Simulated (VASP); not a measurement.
Write the native input for VASP 6.6.1 that does the following.

| Quantity | Value |
| --- | --- |
| Task | single point |
| Functional | HSE06 |
| Potentials or basis | VASP PAW PBE potentials, release 64 (Zn, S) |
| Cutoff | 520 eV |
| k mesh | 5 × 5 × 5 |
| Occupations | gaussian, width 0.05 eV |
| Spin | no spin polarisation |
| Dipole correction | no |
| Grid for exact exchange (PRECFOCK) | Normal |
| Further INCAR settings | ALGO = Normal; EDIFF = 1e-06; NBANDS = 16 |
| Share of exact exchange | 0.25 |
| Screening parameter | 0.2079 1/Å |

The system is ZnS.

```
Zn S
1.0
     0.00000    2.70200    2.70200
     2.70200    0.00000    2.70200
     2.70200    2.70200    0.00000
Zn S
1 1
Direct
  0.75000 0.75000 0.75000
  0.00000 0.00000 0.00000
```

The input as run:

POSCAR

```
ZnS
1.0
    0.0000000000      2.7020000000      2.7020000000
    2.7020000000      0.0000000000      2.7020000000
    2.7020000000      2.7020000000      0.0000000000
Zn S
1 1
Direct
    0.7500000000      0.7500000000      0.7500000000
    0.0000000000      0.0000000000      0.0000000000
```

INCAR.step1

```
SYSTEM = ZnS
  PREC = Accurate
  ENCUT = 520
  EDIFF = 1E-5
  ISMEAR = 0
  SIGMA = 0.05
  LREAL = .False.
  LASPH = .True.
  NELM = 100
  ALGO = Normal
  ISIF = 2
  LWAVE = .True.
  GGA = PE
  NBANDS = 16
```

INCAR.step2

```
SYSTEM = ZnS
  PREC = Accurate
  ENCUT = 520
  EDIFF = 1E-6
  ISMEAR = 0
  SIGMA = 0.05
  LREAL = .False.
  LASPH = .True.
  NELM = 100
  ALGO = Normal
  ISIF = 2
  LWAVE = .False.
  LCHARG = .True.
  GGA = PE
  LHFCALC = .True.
  HFSCREEN = 0.2079
  PRECFOCK = Normal
  LELF = .True.
  LVHAR = .True.
  ISTART = 1
  NBANDS = 16
```

KPOINTS

```
Automatic mesh
0
Gamma
  5 5 5
  0 0 0
```

Potentials or basis: VASP PAW PBE potentials, release 64 (Zn, S).

The run is started by

```bash
$ cat potpaw_PBE.64/Zn/POTCAR potpaw_PBE.64/S/POTCAR > POTCAR
$ cp INCAR.step1 INCAR
$ mpirun -np 1 vasp_std > vasp.out
$ cp INCAR.step2 INCAR
$ mpirun -np 1 vasp_std > vasp.out
```

It gave:

```
Pressure               : 0.9 GPa
Band gap on the k mesh : 3.33 eV
```

Caveat: the PAW data sets were made with another functional, which shifts forces and pressure a little.

It took 9.9 min on 1 thread of Intel(R) Xeon(R) Platinum 8488C (Sapphire Rapids), with other jobs on the host, peak memory 0.26 GiB.
